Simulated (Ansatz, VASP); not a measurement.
## Two plane-wave programs on CaO

File INCAR:

```
SYSTEM = CaO
PREC = Accurate
ENCUT = 520
EDIFF = 1E-7
ISMEAR = 0
SIGMA = 0.05
LREAL = .FALSE.
LASPH = .TRUE.
NELM = 60
ALGO = Normal
ISIF = 2
LWAVE = .FALSE.
LCHARG = .FALSE.
GGA = PE
NBANDS = 24
```

KPOINTS

```
Automatic mesh
0
G
  9 9 6
  0 0 0
```

Contents of POSCAR:

```
CaO
1.0
    3.7645937999      0.0000000000      0.0000000000
   -1.8822969000      3.7686645711      0.0000000000
    0.0000000000      0.0000000000      4.6793913223
Ca O
2 2
Direct
    0.3333333333      0.6666666667      0.7500000000
    0.6666666667      0.3333333333      0.2500000000
    0.3333333333      0.6666666667      0.2500000000
    0.6666666667      0.3333333333      0.7500000000
```

Input for Ansatz:

```yaml
crystal:
  lattice:
    - [3.7645937999, 0.0, 0.0]
    - [-1.8822969, 3.7686645711, 0.0]
    - [0.0, 0.0, 4.6793913223]
  atoms:
    - { symbol: Ca, position: [0.3333333333, 0.6666666667, 0.75] }
    - { symbol: Ca, position: [0.6666666667, 0.3333333333, 0.25] }
    - { symbol: O, position: [0.3333333333, 0.6666666667, 0.25] }
    - { symbol: O, position: [0.6666666667, 0.3333333333, 0.75] }
basis:
  ecutwfc: 520.0
kpoints:
  mp_grid: { grid: [9, 9, 6] }
hamiltonian:
  xc: pbe
scf:
  occupations: { method: gaussian, width: 0.05 }
output:
  forces: true
  stress: true
  eigenvalues: true
```

Change from the starting cell: strain +e along x and -e along y -0.0733, strain +e along z and -e/2 along x and y -0.0267.

Alike in both runs: task single point; functional PBE; k mesh 9 × 9 × 6; occupations gaussian, width 0.05 eV; no spin polarisation.

|  | VASP | Ansatz |
| --- | --- | --- |
| version | VASP 6.6.1 | Ansatz 0.2.0 |
| potentials or method | VASP PAW PBE potentials, release 64 (Ca_sv, O), cutoff 520 eV | scalar-relativistic, plane waves, PAW |
| valence electrons in the cell | 32 | 32 |

```tsv
	VASP	Ansatz	Ansatz less VASP
gap on the k mesh at the Fermi level (eV)	3.05	3.06	+0.016
least direct gap on the mesh (eV)	3.05	3.06	+0.016
pressure (GPa)	2.2	1.7	-0.52
traceless stress, the component that is largest in VASP (GPa)	-6.27	-6.10	+0.172
rms of the force components (eV/Å)	0.325	0.306	-0.0190
```

Atom by atom the forces differ by 0.019 eV/Å (rms over components). The functional is the same, so the differences come from potentials, cutoffs and numerics.
